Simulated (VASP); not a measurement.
**TiAl3: single point with PBE**

Crystal: TiAl3.

```
CELL_PARAMETERS angstrom
2.99911 0.00000 0.00000
0.00000 3.94145 0.00000
0.00000 0.00000 5.53061
ATOMIC_POSITIONS crystal
Ti 0.00000 0.00000 0.00000
Al 0.00000 0.00000 0.50000
Al 0.50000 0.50000 0.75664
Al 0.50000 0.50000 0.24336
```

```json
{
 "Program": "VASP 6.6.1",
 "Task": "single point",
 "Functional": "PBE",
 "Potentials or basis": "VASP PAW PBE potentials, release 64 (Ti_sv, Al)",
 "Cutoff": "520 eV",
 "k mesh": "16 × 12 × 8",
 "Occupations": "gaussian, width 0.1 eV",
 "Spin": "no spin polarisation",
 "Dipole correction": "no",
 "Further INCAR settings": "ALGO = Fast; EDIFF = 1e-06; NBANDS = 18"
}
```

```
Pressure : -0.1 GPa
```

Levels at points of the mesh, in eV from the Fermi level:
```csv
k point,band 7,band 8,band 9,band 10,band 11,band 12,band 13,band 14,band 15,band 16
"(0.00, 0.00, 0.00)",-5.25,-1.46,-1.18,-0.51,0.17,1.88,1.99,2.71,4.07,4.43
"(0.50, 0.00, 0.00)",-2.67,-1.86,-1.64,-1.44,-1.09,0.66,1.95,2.56,3.50,3.59
"(0.00, 0.50, 0.00)",-4.19,-3.41,-2.71,-1.83,1.30,1.44,1.74,1.97,3.02,7.32
"(0.50, 0.50, 0.00)",-3.64,-3.52,-1.67,-1.66,-1.57,1.07,1.39,1.55,1.82,2.04
"(0.00, 0.00, 0.50)",-2.20,-1.90,-0.74,0.59,0.74,1.00,1.75,2.00,2.15,3.96
"(0.50, 0.00, 0.50)",-4.35,-4.09,-0.95,-0.25,0.19,0.25,2.62,3.13,3.71,4.41
"(0.00, 0.50, 0.50)",-6.45,-4.82,-0.70,-0.22,1.33,1.47,1.90,1.92,4.19,5.63
"(0.50, 0.50, 0.50)",-3.69,-3.30,-2.66,-2.19,-1.21,-1.05,1.12,1.57,1.84,3.70
```

It took 4.4 min on 1 thread of Intel(R) Xeon(R) 6975P-C (Granite Rapids), with other jobs on the host, peak memory 0.44 GiB.
